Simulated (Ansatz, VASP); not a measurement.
**TaN: VASP beside Ansatz**

INCAR

```
PREC     = Accurate       # precision mode
ENCUT    = 520            # plane-wave cutoff, eV
EDIFF    = 1E-7           # SCF threshold, eV
ISMEAR   = 0              # smearing method
SIGMA    = 0.15           # smearing width, eV
LREAL    = F              # projectors in reciprocal space
LASPH    = T              # aspherical terms in the spheres
NELM     = 60             # most SCF steps
ALGO     = Normal         # electronic algorithm
ISIF     = 2              # what is computed and relaxed
LWAVE    = F              # write WAVECAR
LCHARG   = F              # write CHGCAR
GGA      = PE             # functional
NBANDS   = 15             # bands
```

KPOINTS

```
Automatic mesh
0
Gamma
  18 18 18
```

Contents of POSCAR:

```
TaN
1.0
    0.0000000000      2.2879500000      2.1790000000
    2.2879500000      0.0000000000      2.1790000000
    2.2879500000      2.2879500000      0.0000000000
Ta N
1 1
Direct
    0.5000000000      0.5000000000      0.5000000000
    0.0000000000      0.0000000000      0.0000000000
```

Input for Ansatz:

```yaml
crystal:
  lattice:
    - [0.0, 2.28795, 2.179]
    - [2.28795, 0.0, 2.179]
    - [2.28795, 2.28795, 0.0]
  atoms:
    - { symbol: Ta, position: [0.5, 0.5, 0.5] }
    - { symbol: "N", position: [0.0, 0.0, 0.0] }
basis:
  ecutwfc: 420
kpoints:
  mp_grid: { grid: [18, 18, 18] }
hamiltonian:
  xc: pbe
scf:
  occupations: { method: gaussian, width: 0.15 }
output:
  forces: true
  stress: true
  eigenvalues: true
  write_density: true
  write_potential: true
  elf: true
  volumetric_format: npy
```

Change from the starting cell: strain +0.050 along x and y, +0.000 along z, atoms carried along.

Alike in both runs: task single point; functional PBE; k mesh 18 × 18 × 18; occupations gaussian, width 0.15 eV; no spin polarisation.

|  | VASP | Ansatz |
| --- | --- | --- |
| version | VASP 6.6.1 | Ansatz 0.2.0 |
| potentials or method | VASP PAW PBE potentials, release 64 (Ta_pv, N), cutoff 520 eV | scalar-relativistic, plane waves, PAW |
| valence electrons in the cell | 16 | 18 |

```csv
,VASP,Ansatz,Ansatz less VASP
gap on the k mesh at the Fermi level (eV),none,none,-
pressure (GPa),-14.3,-14.8,-0.57
"traceless stress, the component that is largest in VASP (GPa)",14.81,14.70,-0.115
```

A gap of «none» marks a metal or a gap that the smearing closes. The functional is the same, so the differences come from potentials, cutoffs and numerics. VASP's potentials hold 16 valence electrons a cell and Ansatz's 18, so a difference there can come from the potentials and not from the codes.

Spin-orbit coupling is off throughout.
